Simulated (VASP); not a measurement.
Write the native input for VASP 6.6.1 that does the following.

```
Task                   : single point
Functional             : PBE
Potentials or basis    : VASP PAW PBE potentials, release 64 (Ga_d, Pt_sv_GW, C, N)
Cutoff                 : 600 eV
k mesh                 : 6 × 6 × 2
Occupations            : gaussian, width 0.1 eV
Spin                   : no spin polarisation
Dipole correction      : no
Further INCAR settings : ALGO = Normal; EDIFF = 1e-06; NBANDS = 34
```

The structure of GaPtC2N2 lies in POSCAR:

```
GaPtC2N2
1.0
    3.8412761000      0.0000000000      0.0000000000
   -1.8257336200      3.4282146800      0.0000000000
   -0.9495218900     -0.7831575400      9.7348861700
Ga Pt C N
1 1 2 2
Direct
    0.5000000000      0.5000000000      0.5000000000
    0.0000000000      0.0000000000      0.0000000000
    0.8110212900      0.8110212900      0.8110212900
    0.1889787100      0.1889787100      0.1889787100
    0.6956821800      0.6956821800      0.6956821800
    0.3043178200      0.3043178200      0.3043178200
```

The input as run:

INCAR

```
SYSTEM = GaPtC2N2
  PREC = Accurate
  ENCUT = 600
  EDIFF = 1E-6
  ISMEAR = 0
  SIGMA = 0.1
  LREAL = .False.
  LASPH = .True.
  NELM = 120
  ALGO = Normal
  ISIF = 2
  LWAVE = .False.
  LCHARG = .True.
  GGA = PE
  LELF = .True.
  LVHAR = .True.
  NBANDS = 34
  GGA_COMPAT = .False.
```

KPOINTS

```
regular mesh
0
Gamma
  6 6 2
  0 0 0
```

Potentials or basis: VASP PAW PBE potentials, release 64 (Ga_d, Pt_sv_GW, C, N).

The run is started by

```sh
$ cat potpaw_PBE.64/Ga_d/POTCAR potpaw_PBE.64/Pt_sv_GW/POTCAR potpaw_PBE.64/C/POTCAR potpaw_PBE.64/N/POTCAR > POTCAR
$ mpirun -np 1 vasp_std > vasp.out
```

Results of the run:

- Pressure: 0.7 GPa
- Largest force: 1.472 eV/Å
- Band gap on the k mesh: zero (an odd number of electrons rules out a gap without spin polarisation)

Caveat: the stress differs along the axes, from -4 to 10 GPa; spin-orbit coupling is left out, which moves the levels of the heavy elements; an odd number of electrons without spin polarisation forces a metal; a magnetic or distorted state may lie lower.

Wall time 3.8 min on 1 thread of Intel(R) Xeon(R) Platinum 8375C CPU @ 2.90GHz (Ice Lake), on a shared host, peak memory 0.41 GiB.
